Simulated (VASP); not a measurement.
Runs of VASP 6.6.1 on PtS2. The structure is that of space group P-3m1 (No. 164), or close to it. The cells are those of the table. 

| task | level | potentials or basis | spin | cell | k mesh | smearing | grid for exact exchange (PRECFOCK) | share of exact exchange | screening parameter | gap on the mesh (eV) | pressure (GPa) | largest force (eV/Å) |
| --- | --- | --- | --- | --- | --- | --- | --- | --- | --- | --- | --- | --- |
| single point | LDA | VASP PAW LDA potentials, release 64 (Pt, S) | off | a = 3.590, b = 3.590, c = 5.105 Å, angles 90.0, 90.0, 120.0°, 3 atoms | 9 × 9 × 5 | fermi-dirac 0.05 eV | - | - | - | 0.87 | -2.3 | 0.24 |
| single point | PBE | VASP PAW PBE potentials, release 64 (Pt, S) | non-collinear, zero start, SOC | a = 3.543, b = 3.543, c = 5.039 Å, angles 90.0, 90.0, 120.0°, 3 atoms | 9 × 9 × 5 | fermi-dirac 0.05 eV | - | - | - | - | (b) | (a) |
| single point | PBE | VASP PAW PBE potentials, release 64 (Pt, S) | off | a = 3.543, b = 3.543, c = 5.039 Å, angles 90.0, 90.0, 120.0°, 3 atoms | 7 × 7 × 5 | fermi-dirac 0.05 eV | - | - | - | 0.89 | 11.1 | 1.21 |
| dielectric tensor | PBEsol | VASP PAW PBE potentials, release 64 (Pt, S) | off | a = 3.543, b = 3.543, c = 5.039 Å, angles 90.0, 90.0, 120.0°, 3 atoms | 8 × 8 × 6 | gaussian 0.01 eV | - | - | - | 0.86 | - | - |
| single point | r2SCAN | VASP PAW PBE potentials, release 64 (Pt, S) | off | a = 3.543, b = 3.543, c = 5.039 Å, angles 90.0, 90.0, 120.0°, 3 atoms | 9 × 9 × 5 | fermi-dirac 0.05 eV | - | - | - | 1.19 | 9.2 | 1.21 |
| single point | r2SCANh | VASP PAW PBE potentials, release 64 (Pt, S) | off | a = 3.543, b = 3.543, c = 5.039 Å, angles 90.0, 90.0, 120.0°, 3 atoms | 5 × 5 × 3 | fermi-dirac 0.05 eV | Normal | - | - | 1.95 | 7.7 | (c) |
| single point | PBEsol | VASP PAW PBE potentials, release 64 (Pt, S) | off | a = 3.519, b = 3.519, c = 5.005 Å, angles 90.0, 90.0, 120.0°, 3 atoms | 9 × 9 × 5 | fermi-dirac 0.05 eV | - | - | - | 0.98 | 9.7 | 1.25 |
| single point | PBEsol-based screened hybrid | VASP PAW PBE potentials, release 64 (Pt, S) | off | a = 3.543, b = 3.543, c = 5.039 Å, angles 90.0, 90.0, 120.0°, 3 atoms | 5 × 5 × 3 | fermi-dirac 0.05 eV | Normal | 0.25 | 0.207 1/Å | 1.85 | 3.3 | 0.72 |

Alike in all rows: cutoff (eV) 520.

Q: Fill in the values left out.

A: (a) 1.24; (b) 11.2; (c) 1.09.

Caveats: spin-orbit coupling is left out, which moves the levels of the heavy elements (some runs); the PAW data sets were made with another functional, which shifts forces and pressure a little (some runs); forces of over 1 eV/Å act on the atoms, so gaps and moduli don't describe the material at rest (some runs).

A k mesh can miss the band edges, and rows without SOC leave out spin-orbit coupling on Pt.
